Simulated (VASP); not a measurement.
Set up this calculation in VASP 6.6.1, as the native input.

```
Task                   : single point
Functional             : PBE
Potentials or basis    : VASP PAW PBE potentials, release 64 (Sc_sv, Si)
Cutoff                 : 520 eV
k mesh                 : 10 × 10 × 9
Occupations            : fermi-dirac, width 0.1 eV
Spin                   : no spin polarisation
Dipole correction      : no
Further INCAR settings : ALGO = Normal; EDIFF = 1e-06; NBANDS = 16
```

The structure of ScSi2 lies in POSCAR:

```
ScSi2
1.0
    3.6600000000      0.0000000000      0.0000000000
   -1.8300000000      3.1696529779      0.0000000000
    0.0000000000      0.0000000000      3.8700000000
Sc Si
1 2
Direct
    0.0000000000      0.0000000000      0.0000000000
    0.6666666667      0.3333333333      0.5000000000
    0.3333333333      0.6666666667      0.5000000000
```

These files were run (other wordings do the same):

INCAR

```
SYSTEM = ScSi2
ALGO = Normal
EDIFF = 1E-6
ENCUT = 520
GGA = PE
ISIF = 2
ISMEAR = -1
LASPH = .TRUE.
LCHARG = .TRUE.
LELF = .TRUE.
LREAL = .FALSE.
LVHAR = .TRUE.
LWAVE = .FALSE.
NBANDS = 16
NELM = 100
PREC = Accurate
SIGMA = 0.1
```

KPOINTS

```
k-points
0
G
  10 10 9
  0 0 0
```

Potentials or basis: VASP PAW PBE potentials, release 64 (Sc_sv, Si).

The run is started by

```sh
$ cat potpaw_PBE.64/Sc_sv/POTCAR potpaw_PBE.64/Si/POTCAR > POTCAR
$ mpirun -np 1 vasp_std > vasp.out
```

It gave:

* Pressure: 25.3 GPa
* Band gap on the k mesh: zero (an odd number of electrons rules out a gap without spin polarisation)

Caveat: the cell stands under pressure.

Run time: 50 s on 1 thread of Intel(R) Xeon(R) Platinum 8488C (Sapphire Rapids), with other jobs on the host, peak memory 0.19 GiB.
